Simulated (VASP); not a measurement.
Here is a VASP 6.6.1 calculation.

Contents of INCAR:

```
SYSTEM = Te2Mo
ALGO     = Normal         ! electronic algorithm
EDIFF    = 1E-6           ! SCF threshold, eV
ENCUT    = 520            ! plane-wave cutoff, eV
GGA      = PE             ! functional
ISIF     = 2              ! what is computed and relaxed
ISMEAR   = 0              ! smearing method
LASPH    = .True.         ! aspherical terms in the spheres
LCHARG   = .False.        ! write CHGCAR
LREAL    = .False.        ! projectors in reciprocal space
LWAVE    = .False.        ! write WAVECAR
NBANDS   = 35             ! bands
NELM     = 100            ! most SCF steps
PREC     = Accurate       ! precision mode
SIGMA    = 0.02           ! smearing width, eV
```

File KPOINTS:

```
k-points
0
Gamma
  12 12 2
  0 0 0
```

The input POSCAR:

```
Te2Mo
1.0
    3.5568821476      0.0000000000      0.0000000000
   -1.7784410738      3.0803502981      0.0000000000
    0.0000000000      0.0000000000     15.3429872710
Te Mo
4 2
Direct
    0.3333333333      0.6666666667      0.6321346800
    0.6666666667      0.3333333333      0.1321346800
    0.3333333333      0.6666666667      0.8678653200
    0.6666666667      0.3333333333      0.3678653200
    0.3333333333      0.6666666667      0.2500000000
    0.6666666667      0.3333333333      0.7500000000
```

Potentials or basis: VASP PAW PBE potentials, release 64 (Te, Mo_sv).

Launch:

```bash
$ cat potpaw_PBE.64/Te/POTCAR potpaw_PBE.64/Mo_sv/POTCAR > POTCAR
$ mpirun -np 1 vasp_std > vasp.out
```

Predict the pressure.

0.0 GPa.

Predict the band gap on the k mesh.

1.02 eV (least direct gap 1.03 eV).

Predict the largest force.

0.007 eV/Å.

Forces in eV/Å, atoms in the order of the input:
```
Te   0.000  0.000 -0.007
Te   0.000  0.000 -0.007
Te   0.000  0.000  0.007
Te   0.000  0.000  0.007
Mo   0.000  0.000  0.000
Mo   0.000  0.000  0.000
```

Caveat: spin-orbit coupling is left out, which moves the levels of the heavy elements; this functional lacks dispersion, which binds the layers, so the pressure and a relaxed spacing across them are unreliable. A k mesh can miss the band edges.
